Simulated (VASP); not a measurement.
# Sc12HC in VASP: single point with PBE

Aim: the single point of Sc12HC with PBE.

Program: VASP 6.6.1. These are calculated values, not measurements. Logs are shortened: lines on timing, memory, paths and dates and some standing lists are left out, and cuts for length are marked.

### 1 The cell of the first run

The cell holds a slab with vacuum, 14 atoms: a = 6.620 Å, b = 6.620 Å, c = 16.276 Å, α = 90.00°, β = 90.00°, γ = 60.00°.

### 2 Single point, PBE

INCAR

```
PREC = Accurate
ENCUT = 520
EDIFF = 1E-6
ISMEAR = 0
SIGMA = 0.05
LREAL = False
LASPH = True
NELM = 120
ALGO = Normal
ISIF = 2
LWAVE = False
LCHARG = False
GGA = PE
NBANDS = 82
GGA_COMPAT = False
NELMDL = -8
```

KPOINTS

```
Automatic mesh
0
Gamma
  4 4 1
```

POSCAR

```
Sc12HC
1.0
    6.6200000000      0.0000000000      0.0000000000
    3.3100000000      5.7330880000      0.0000000000
    0.0000000000      0.0000000000     16.2761400000
Sc C H
12 1 1
Direct
    0.0000000000      0.0000000000      0.0614396000
    0.5000000000      0.0000000000      0.0614396000
    0.0000000000      0.5000000000      0.0614396000
    0.5000000000      0.5000000000      0.0614396000
   -0.1669547980      0.3335529631      0.2153268262
    0.3335446787      0.3334790968      0.2152087451
   -0.1664223059      0.8333321919      0.2138140177
    0.3335996402      0.8330171199      0.2152766950
    0.0107568479      0.0105724125      0.3757689526
    0.4799662371      0.0102141799      0.3756154114
    0.0104735073      0.4796386396      0.3756744184
    0.4998708443      0.5001324287      0.3679875268
    0.1674764429      0.1668345444      0.4502065926
    0.1673013810      0.1676495187      0.5184648327
```

Potentials or basis: VASP PAW PBE potentials, release 64 (Sc_sv, C, H).

Launch:

```
$ cat potpaw_PBE.64/Sc_sv/POTCAR potpaw_PBE.64/C/POTCAR potpaw_PBE.64/H/POTCAR > POTCAR
$ mpirun -np 1 vasp_std > vasp.out
```

OUTCAR:

```text
PREC = Accurate
   ENCUT = 520
   EDIFF = 1E-6
   ISMEAR = 0
   LREAL = False
   LASPH = True
   NELM = 120
   ISIF = 2
   GGA = PE
   NELMDL = -8

 ion  position               nearest neighbor table
   1  0.000  0.000  0.061-   7 3.13   8 3.15   5 3.15   3 3.31   3 3.31   4 3.31   4 3.31   2 3.31
                             2 3.31
   2  0.500  0.000  0.061-   7 3.13   6 3.15   8 3.15   4 3.31   3 3.31   4 3.31   3 3.31   1 3.31
                             1 3.31
   3  0.000  0.500  0.061-   7 3.13   6 3.15   5 3.15   1 3.31   1 3.31   2 3.31   2 3.31   4 3.31
                             4 3.31
   4  0.500  0.500  0.061-   6 3.15   8 3.15   5 3.15   2 3.31   1 3.31   2 3.31   1 3.31   3 3.31
                             3 3.31
   5  0.833  0.334  0.215-  12 3.13   4 3.15   3 3.15   1 3.15   9 3.20  11 3.20   8 3.31   6 3.31
                             7 3.31   7 3.31   6 3.31   8 3.31
   6  0.334  0.333  0.215-  12 3.13   4 3.15   2 3.15   3 3.15  10 3.20  11 3.20   5 3.31   8 3.31
                             7 3.31   7 3.31   8 3.31   5 3.31
   7  0.834  0.833  0.214-   1 3.13   3 3.13   2 3.13   8 3.31   6 3.31   5 3.31   5 3.31   6 3.31
                             8 3.31  10 3.32  11 3.32   9 3.33
   8  0.334  0.833  0.215-  12 3.13   4 3.15   2 3.15   1 3.15   9 3.20  10 3.20   5 3.31   6 3.31
                             7 3.31   7 3.31   6 3.31   5 3.31
   9  0.011  0.011  0.376-  13 2.17  11 3.10  10 3.10   5 3.20   8 3.20  12 3.31  12 3.32   7 3.33

  10  0.480  0.010  0.376-  13 2.16   9 3.10  11 3.11   6 3.20   8 3.20  12 3.31  12 3.32   7 3.32

  11  0.010  0.480  0.376-  13 2.17   9 3.10  10 3.11   5 3.20   6 3.20  12 3.31  12 3.32   7 3.32

  12  0.500  0.500  0.368-   8 3.13   5 3.13   6 3.13  11 3.31   9 3.31  10 3.31  10 3.32   9 3.32
                            11 3.32
  13  0.167  0.167  0.450-  14 1.11  10 2.16   9 2.17  11 2.17
  14  0.167  0.168  0.518-  13 1.11

  LATTYP: Found a hexagonal cell.
 ALAT       =     6.6199998501
 C/A-ratio  =     2.4586314756

  Lattice vectors:

 A1 = (  -3.3100000000,  -5.7330880000,   0.0000000000)
 A2 = (   6.6200000000,   0.0000000000,   0.0000000000)
 A3 = (   0.0000000000,   0.0000000000,  16.2761400000)

Analysis of symmetry for initial positions (statically):
=====================================================================
 Subroutine PRICEL returns:
 Original cell was already a primitive cell.

 Routine SETGRP: Setting up the symmetry group for a
 hexagonal supercell.

 Subroutine GETGRP returns: Found  1 space group operations
 (whereof  1 operations were pure point group operations)
 out of a pool of 24 trial point group operations.
[... 141 lines left out ...]
   IALGO  =     38    algorithm
   IMIX   =      4    mixing-type and parameters
     AMIX     =   0.40;   BMIX     =  1.00
     AMIX_MAG =   1.60;   BMIX_MAG =  1.00
  volume/ion in A,a.u.               =      44.12       297.76
  Fermi-wavevector in a.u.,A,eV,Ry     =   0.990944  1.872612 13.360507  0.981970
  Thomas-Fermi vector in A             =   2.122650
   LORBIT       =      0    0 simple, 1 ext, 2 COOP (PROOUT), +10 PAW based schemes
   GGA     = PE    functional components
   LHFCALC =     F    Hartree Fock is set to
   AEXX    =    0.0000 exact exchange contribution
   IVDW    =     0    specifies the selected vdW correction
   LEPSILON=     F    determine dielectric tensor
   LRPA    =     F    only Hartree local field effects (RPA)
 non-spin polarized calculation
 Gauss-broadening in eV      SIGMA  =   0.05
  energy-cutoff  :      520.00
  volume of cell :      617.73
 maximum number of plane-waves:     16693
 NGX is ok and might be reduce to    50
   NGX = 25   NGY = 25   NGZ = 61

 number of electron     136.9999994 magnetization

 Free energy of the ion-electron system (eV)
  ---------------------------------------------------
  ext. energy  EPLUGINS =         0.00000000
  ---------------------------------------------------
  free energy    TOTEN  =       -82.16792255 eV

  energy without entropy =      -82.13348214  energy(sigma->0) =      -82.15070234

 E-fermi :   0.2601     XC(G=0):  -5.9146

 val. band max:        0.2530967174   @ k =   0.0000   0.5000   0.0000
 cond. band min:       0.3120335402   @ k =  -0.2500   0.2500   0.0000
 fundamental gap:      0.0589368228
 Fermi energy:         0.2600836885

 k-point     1 :       0.0000    0.0000    0.0000
  band No.  band energies     occupation
      1     -49.5026      2.00000
      2     -49.4941      2.00000
      3     -49.4628      2.00000
      4     -49.4474      2.00000
      5     -49.4470      2.00000
      6     -49.1951      2.00000
[... 819 lines left out ...]
     79       0.9749      0.00000
     80       1.0574      0.00000
 [bands above 80 left out]

------------------------ aborting loop because EDIFF is reached ----------------------------------------

  FORCE on cell =-STRESS in cart. coord.  units (eV):
  Direction    XX          YY          ZZ          XY          YZ          ZX
  --------------------------------------------------------------------------------------
  -------------------------------------------------------------------------------------
  Total        0.0734064      0.0794843     -0.1738917     -0.0089251     -0.0058472     -0.0192127
  in kB        0.1903910      0.2061550     -0.4510155     -0.0231486     -0.0151658     -0.0498313
  external PRESSURE =      -0.0181565 kB  Pullay stress =       0.0000000 kB

 VOLUME and BASIS-vectors are now :
 -----------------------------------------------------------------------------
  energy-cutoff  :      520.00
  volume of cell :      617.73
      direct lattice vectors                 reciprocal lattice vectors
     6.620000000  0.000000000  0.000000000     0.151057402 -0.087213034  0.000000000
     3.310000000  5.733088000  0.000000000     0.000000000  0.174426068  0.000000000
     0.000000000  0.000000000 16.276140000     0.000000000  0.000000000  0.061439629

 POSITION                                       TOTAL-FORCE (eV/Angst)
 -----------------------------------------------------------------------------------
      0.00000      0.00000      1.00000        -0.024561     -0.014399     -0.036809
      3.31000      0.00000      1.00000         0.026748     -0.015438     -0.036946
      1.65500      2.86654      1.00000         0.000188      0.029727     -0.036946
      4.96500      2.86654      1.00000         0.000102      0.000027      0.125114
      6.61882      1.91229      3.50469         0.005381     -0.002588      0.001505
      3.31188      1.91187      3.50277        -0.003949     -0.002842      0.004891
      8.27661      4.77757      3.48007        -0.001272      0.001271     -0.000608
      4.96572      4.77576      3.50387         0.000844      0.006158      0.002814
      0.10621      0.06061      6.11607        -0.039693     -0.022201     -0.028661
      3.21119      0.05856      6.11357         0.035570     -0.020017     -0.028979
      1.65694      2.74981      6.11453        -0.000272      0.041343     -0.028627
      4.96458      2.86730      5.98942         0.003414     -0.000999      0.007402
      1.66092      0.95648      7.32763        -0.002324      0.000711      0.054977
      1.66246      0.96115      8.43861        -0.000176     -0.000753      0.000872
 -----------------------------------------------------------------------------------
    total drift:                                0.000027      0.000143      0.002122

  FREE ENERGIE OF THE ION-ELECTRON SYSTEM (eV)
  ---------------------------------------------------
  free  energy   TOTEN  =       -82.1679225467 eV

  energy  without entropy=      -82.1334821411  energy(sigma->0) =      -82.15070234
```

OSZICAR:

```text
N       E                     dE             d eps       ncg     rms          rms(c)
DAV:   1     0.316462375749E+04    0.31646E+04   -0.58191E+04  1824   0.152E+03
DAV:   2     0.194231480533E+03   -0.29704E+04   -0.29385E+04  2336   0.733E+02
DAV:   3    -0.803175980972E+02   -0.27455E+03   -0.26638E+03  2800   0.342E+02
[... 23 lines left out ...]
DAV:  27    -0.821678897263E+02   -0.26248E-04   -0.28708E-05  1808   0.290E-02    0.866E-03
DAV:  28    -0.821679115809E+02   -0.21855E-04   -0.16805E-05  1688   0.213E-02    0.366E-03
DAV:  29    -0.821679189733E+02   -0.73924E-05   -0.37354E-06  1584   0.946E-03    0.255E-03
DAV:  30    -0.821679218227E+02   -0.28494E-05   -0.12527E-06  1336   0.633E-03    0.153E-03
DAV:  31    -0.821679225467E+02   -0.72404E-06   -0.48425E-07  1232   0.419E-03
   1 F= -.82167923E+02 E0= -.82150702E+02  d E =-.344404E-01
```

Wall time 21 min (1 thread of AMD EPYC 7R13 (Zen 3), shared host); peak memory 0.84 GiB.

Results:

- Free energy: -82.1679 eV
- Largest force: 0.125 eV/Å
- Band gap on the k mesh: zero (an odd number of electrons rules out a gap without spin polarisation)

Forces in eV/Å, atoms in the order of the input:
```
Sc  -0.025 -0.014 -0.037
Sc   0.027 -0.015 -0.037
Sc   0.000  0.030 -0.037
Sc   0.000  0.000  0.125
Sc   0.005 -0.003  0.002
Sc  -0.004 -0.003  0.005
Sc  -0.001  0.001 -0.001
Sc   0.001  0.006  0.003
Sc  -0.040 -0.022 -0.029
Sc   0.036 -0.020 -0.029
Sc   0.000  0.041 -0.029
Sc   0.003 -0.001  0.007
C   -0.002  0.001  0.055
H    0.000 -0.001  0.001
```

Caveat: there is no dipole correction, which matters where the two faces differ.

The gap in the log of VASP goes by the Fermi energy; the results here count the filled bands.